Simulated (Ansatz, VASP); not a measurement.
BaS: VASP beside Ansatz

The input INCAR:

```
PREC     = Accurate       # precision mode
ENCUT    = 500            # plane-wave cutoff, eV
EDIFF    = 1E-6           # SCF threshold, eV
ISMEAR   = 0              # smearing method
SIGMA    = 0.01           # smearing width, eV
LREAL    = F              # projectors in reciprocal space
LASPH    = T              # aspherical terms in the spheres
NELM     = 120            # most SCF steps
ALGO     = Normal         # electronic algorithm
ISIF     = 2              # what is computed and relaxed
LWAVE    = F              # write WAVECAR
LCHARG   = F              # write CHGCAR
GGA      = PE             # functional
IVDW     = 13             # dispersion correction
NBANDS   = 15             # bands
GGA_COMPAT= F
```

File KPOINTS:

```
regular mesh
0
Gamma
  6 6 6
```

POSCAR

```
BaS
1.0
    0.0000000000      3.2357778460      3.2357778460
    3.2357778460      0.0000000000      3.2357778460
    3.2357778460      3.2357778460      0.0000000000
Ba S
1 1
Direct
    0.0000000000      0.0000000000      0.0000000000
    0.5000000000      0.5000000000      0.5000000000
```

Input for Ansatz:

```yaml
crystal:
  lattice:
    - [0.0, 3.235777845950691, 3.235777845950691]
    - [3.235777845950691, 0.0, 3.235777845950691]
    - [3.235777845950691, 3.235777845950691, 0.0]
  atoms:
    - { symbol: Ba, position: [0.0, 0.0, 0.0] }
    - { symbol: S, position: [0.5, 0.5, 0.5] }
basis:
  ecutwfc: 530.622031796766
kpoints:
  mp_grid:
    grid: [6, 6, 6]
hamiltonian:
  xc: pbe
  dispersion: d4
scf:
  algorithm: direct_min
  occupations:
    method: fixed
```

Alike in both runs: task single point; functional PBE; dispersion D4; k mesh 6 × 6 × 6; no spin polarisation.

```csv
,VASP,Ansatz
version,VASP 6.6.1,Ansatz 0.2.0
potentials or method,"VASP PAW PBE potentials, release 64 (Ba_sv, S), cutoff 500 eV","plane waves, PAW"
occupations,"gaussian, width 0.01 eV",fixed
valence electrons in the cell,16,16
```

Ansatz gave:

```
gap on the k mesh at the Fermi level (eV) : 2.26
```

Q: Estimate VASP's values.

A: gap on the k mesh at the Fermi level (eV): 2.17.

Spin-orbit coupling is off throughout.
